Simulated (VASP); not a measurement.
# GaGe (F-43m) in VASP: further runs, part 2 of 2

VASP 6.6.1. Earlier steps stand in the parts before.

**6. Single point, r2SCAN, non-collinear spin, zero start, spin-orbit coupling**

Contents of POSCAR:

```
GaGe
1.0
    0.0000000000      2.8978440000      2.8978440000
    2.8978440000      0.0000000000      2.8978440000
    2.8978440000      2.8978440000      0.0000000000
Ge Ga
1 1
Direct
    0.0000000000      0.0000000000      0.0000000000
    0.2500000000      0.2500000000      0.2500000000
```

Contents of INCAR.step1:

```
ALGO = Normal
EDIFF = 1E-4
ENCUT = 520
GGA = PE
GGA_COMPAT = F
ISMEAR = -1
LASPH = T
LCHARG = F
LREAL = F
LSORBIT = T
LWAVE = T
MAGMOM = 0 0 0 0 0 0
NBANDS = 39
NELM = 150
PREC = Accurate
SIGMA = 0.05
```

Contents of INCAR.step2:

```
ALGO = Normal
EDIFF = 1E-6
ENCUT = 520
GGA_COMPAT = F
ISIF = 2
ISMEAR = -1
ISTART = 1
LASPH = T
LCHARG = F
LMIXTAU = T
LORBIT = 11
LORBMOM = T
LREAL = F
LSORBIT = T
LWAVE = F
MAGMOM = 0 0 0 0 0 0
METAGGA = R2SCAN
NBANDS = 39
NELM = 150
PREC = Accurate
SIGMA = 0.05
```

Contents of KPOINTS:

```
k-points
0
Gamma
  6 6 6
```

Potentials or basis: VASP PAW PBE potentials, release 64 (Ge_d, Ga_d).

Run with:

```sh
$ cat potpaw_PBE.64/Ge_d/POTCAR potpaw_PBE.64/Ga_d/POTCAR > POTCAR
$ cp INCAR.step1 INCAR
$ mpirun -np 1 vasp_ncl > vasp.out
$ cp INCAR.step2 INCAR
$ mpirun -np 1 vasp_ncl > vasp.out
```

OUTCAR:

```text
EDIFF = 1E-6
   ENCUT = 520
   ISIF = 2
   ISMEAR = -1
   ISTART = 1
   LASPH = T
   LORBIT = 11
   LREAL = F
   LSORBIT = T
   METAGGA = R2SCAN
   NELM = 150
   PREC = Accurate

 ion  position               nearest neighbor table
   1  0.000  0.000  0.000-   2 2.51   2 2.51   2 2.51   2 2.51
   2  0.250  0.250  0.250-   1 2.51   1 2.51   1 2.51   1 2.51

  LATTYP: Found a face centered cubic cell.
 ALAT       =     5.7956880000

  Lattice vectors:

 A1 = (   0.0000000000,   2.8978440000,   2.8978440000)
 A2 = (   2.8978440000,   0.0000000000,   2.8978440000)
 A3 = (   2.8978440000,   2.8978440000,   0.0000000000)

Analysis of symmetry for initial positions (statically):
=====================================================================
 Subroutine PRICEL returns:
 Original cell was already a primitive cell.

 Routine SETGRP: Setting up the symmetry group for a
 face centered cubic supercell.

 Subroutine GETGRP returns: Found 24 space group operations
 (whereof 24 operations were pure point group operations)
 out of a pool of 48 trial point group operations.

The static configuration has the point symmetry T_d .

Analysis of symmetry for dynamics (positions and initial velocities):
=====================================================================
 Subroutine PRICEL returns:
 Original cell was already a primitive cell.

 Routine SETGRP: Setting up the symmetry group for a
 face centered cubic supercell.

 Subroutine GETGRP returns: Found 24 space group operations
 (whereof 24 operations were pure point group operations)
 out of a pool of 48 trial point group operations.

The dynamic configuration has the point symmetry T_d .

Analysis of structural, dynamic, and magnetic symmetry:
=====================================================================
 Subroutine PRICEL returns:
 Original cell was already a primitive cell.

 Routine SETGRP: Setting up the symmetry group for a
 face centered cubic supercell.

 Subroutine GETGRP returns: Found 24 space group operations
 (whereof 24 operations were pure point group operations)
 out of a pool of 48 trial point group operations.

The overall configuration has the point symmetry T_d .

 Subroutine INISYM returns: Found 24 space group operations
 (whereof 24 operations are pure point group operations),
 and found     1 'primitive' translations

----------------------------------------------------------------------------------------

                                     Primitive cell

  volume of cell :      48.6693

  direct lattice vectors                    reciprocal lattice vectors
     0.000000000  2.897844000  2.897844000    -0.172542069  0.172542069  0.172542069
     2.897844000  0.000000000  2.897844000     0.172542069 -0.172542069  0.172542069
     2.897844000  2.897844000  0.000000000     0.172542069  0.172542069 -0.172542069

  length of vectors
     4.098170286  4.098170286  4.098170286     0.298851630  0.298851630  0.298851630

[... 1061 lines left out ...]

  FORCE on cell =-STRESS in cart. coord.  units (eV):
  Direction    XX          YY          ZZ          XY          YZ          ZX
  --------------------------------------------------------------------------------------
  -------------------------------------------------------------------------------------
  Total       -0.6647666     -0.6647666     -0.6647666     -0.0000000     -0.0000000      0.0000000
  in kB      -21.8839011    -21.8839011    -21.8839011     -0.0000000     -0.0000000      0.0000000
  external PRESSURE =     -21.8839011 kB  Pullay stress =       0.0000000 kB

 VOLUME and BASIS-vectors are now :
 -----------------------------------------------------------------------------
  energy-cutoff  :      520.00
  volume of cell :       48.67
      direct lattice vectors                 reciprocal lattice vectors
     0.000000000  2.897844000  2.897844000    -0.172542069  0.172542069  0.172542069
     2.897844000  0.000000000  2.897844000     0.172542069 -0.172542069  0.172542069
     2.897844000  2.897844000  0.000000000     0.172542069  0.172542069 -0.172542069

 POSITION                                       TOTAL-FORCE (eV/Angst)
 -----------------------------------------------------------------------------------
      0.00000      0.00000      0.00000         0.000000      0.000000      0.000000
      1.44892      1.44892      1.44892        -0.000000     -0.000000     -0.000000
 -----------------------------------------------------------------------------------
    total drift:                                0.000002      0.000002      0.000003

  FREE ENERGIE OF THE ION-ELECTRON SYSTEM (eV)
  ---------------------------------------------------
  free  energy   TOTEN  =       -24.9889686752 eV

  energy  without entropy=      -24.9756173417  energy(sigma->0) =      -24.98229301

 orbital moment (x)

 # of ion     p       d       tot
 ----------------------------------------
  1         0.000   0.000   0.000
  2        -0.000   0.000  -0.000
 ----------------------------------------
            0.000   0.000   0.000

 orbital moment (y)

 # of ion     p       d       tot
 ----------------------------------------
  1         0.000  -0.000   0.000
  2        -0.000   0.000  -0.000
 ----------------------------------------
           -0.000   0.000  -0.000

 orbital moment (z)

 # of ion     p       d       tot
 ----------------------------------------
  1         0.000   0.000   0.000
  2         0.000   0.000   0.000
 ----------------------------------------
            0.000   0.000   0.000

 Spin-Orbit-Coupling matrix elements

 Ion:    1  E_soc:     -0.0189112
 l=   1
     0.0000000    -0.0022309    -0.0022309
    -0.0022309     0.0000000    -0.0022309
    -0.0022309    -0.0022309     0.0000000
 l=   2
     0.0000000    -0.0001834     0.0000000    -0.0001834    -0.0007377
    -0.0001834     0.0000000    -0.0005532    -0.0001834    -0.0001844
     0.0000000    -0.0005532     0.0000000    -0.0005532     0.0000000
    -0.0001834    -0.0001834    -0.0005532     0.0000000    -0.0001844
    -0.0007377    -0.0001844     0.0000000    -0.0001844     0.0000000
 l=   3
     0.0000000     0.0000000     0.0000000     0.0000000     0.0000000     0.0000000     0.0000000
     0.0000000     0.0000000     0.0000000     0.0000000     0.0000000     0.0000000     0.0000000
     0.0000000     0.0000000     0.0000000     0.0000000     0.0000000     0.0000000     0.0000000
     0.0000000     0.0000000     0.0000000     0.0000000     0.0000000     0.0000000     0.0000000
     0.0000000     0.0000000     0.0000000     0.0000000     0.0000000     0.0000000     0.0000000
     0.0000000     0.0000000     0.0000000     0.0000000     0.0000000     0.0000000     0.0000000
     0.0000000     0.0000000     0.0000000     0.0000000     0.0000000     0.0000000     0.0000000

 Ion:    2  E_soc:     -0.0118441
 l=   1
     0.0000000    -0.0011675    -0.0011675
    -0.0011675     0.0000000    -0.0011675
    -0.0011675    -0.0011675     0.0000000
 l=   2
     0.0000000    -0.0001550     0.0000000    -0.0001550    -0.0006515
    -0.0001550     0.0000000    -0.0004886    -0.0001550    -0.0001629
     0.0000000    -0.0004886     0.0000000    -0.0004886     0.0000000
    -0.0001550    -0.0001550    -0.0004886     0.0000000    -0.0001629
    -0.0006515    -0.0001629     0.0000000    -0.0001629     0.0000000
 l=   3
     0.0000000     0.0000000     0.0000000     0.0000000     0.0000000     0.0000000     0.0000000
     0.0000000     0.0000000     0.0000000     0.0000000     0.0000000     0.0000000     0.0000000
     0.0000000     0.0000000     0.0000000     0.0000000     0.0000000     0.0000000     0.0000000
     0.0000000     0.0000000     0.0000000     0.0000000     0.0000000     0.0000000     0.0000000
     0.0000000     0.0000000     0.0000000     0.0000000     0.0000000     0.0000000     0.0000000
     0.0000000     0.0000000     0.0000000     0.0000000     0.0000000     0.0000000     0.0000000
     0.0000000     0.0000000     0.0000000     0.0000000     0.0000000     0.0000000     0.0000000

 total charge

# of ion       s       p       d       tot
------------------------------------------
    1        1.154   1.168   9.993  12.315
    2        0.920   0.740   9.955  11.615
--------------------------------------------------
tot          2.074   1.908  19.948  23.931

 magnetization (x)

# of ion       s       p       d       tot
------------------------------------------
    1       -0.000  -0.000   0.000  -0.000
    2        0.000  -0.000   0.000  -0.000
--------------------------------------------------
tot         -0.000  -0.000   0.000  -0.000

 magnetization (y)

# of ion       s       p       d       tot
------------------------------------------
    1        0.000   0.000   0.000   0.000
    2        0.000   0.000  -0.000   0.000
--------------------------------------------------
tot          0.000   0.000  -0.000   0.000

 magnetization (z)

# of ion       s       p       d       tot
------------------------------------------
    1        0.000  -0.000  -0.000  -0.000
    2        0.000   0.000   0.000   0.000
--------------------------------------------------
tot          0.000  -0.000   0.000  -0.000
```

It took 10 min on 1 thread of Intel Xeon Platinum 8259CL at 2.50GHz (Skylake/Cascade Lake), shared host; peak memory 0.35 GiB.

What came out:

* Free energy: -24.9890 eV
* Pressure: -2.2 GPa
* Net moment: 0.00 μB per cell
* Valence electrons inside the program's atomic spheres: Ge 12.31; Ga 11.62

Moments on the atoms (μB; x, y, z):
```
Ge  0.00 0.00 0.00
Ga  0.00 0.00 0.00
```

Caveat: the PAW data sets were made with another functional, which shifts forces and pressure a little.

**7. Summary**

```csv
level,spin,k mesh,smearing,gap on the mesh (eV),pressure (GPa)
PBE,off,8 × 8 × 8,gaussian 0.017 eV,none,0.3
PBE,off,8 × 8 × 8,gaussian 0.018 eV,none,0.3
PBE,off,8 × 8 × 8,gaussian 0.019 eV,none,0.3
PBE,off,8 × 8 × 8,gaussian 0.025 eV,none,0.3
r2SCAN,"non-collinear, zero start, SOC",6 × 6 × 6,fermi-dirac 0.05 eV,-,-2.2
```

Alike in all rows: task single point; potentials or basis VASP PAW PBE potentials, release 64 (Ge_d, Ga_d); cell as given; cutoff (eV) 520.

The pressure there spans -2.2 GPa (r2SCAN) to 0.3 GPa (PBE); a positive pressure means that this level wants a larger cell, a negative one a smaller.

Caveats: the PAW data sets were made with another functional, which shifts forces and pressure a little (at least some runs).

Absolute energies hang on the potentials; compare differences alone.
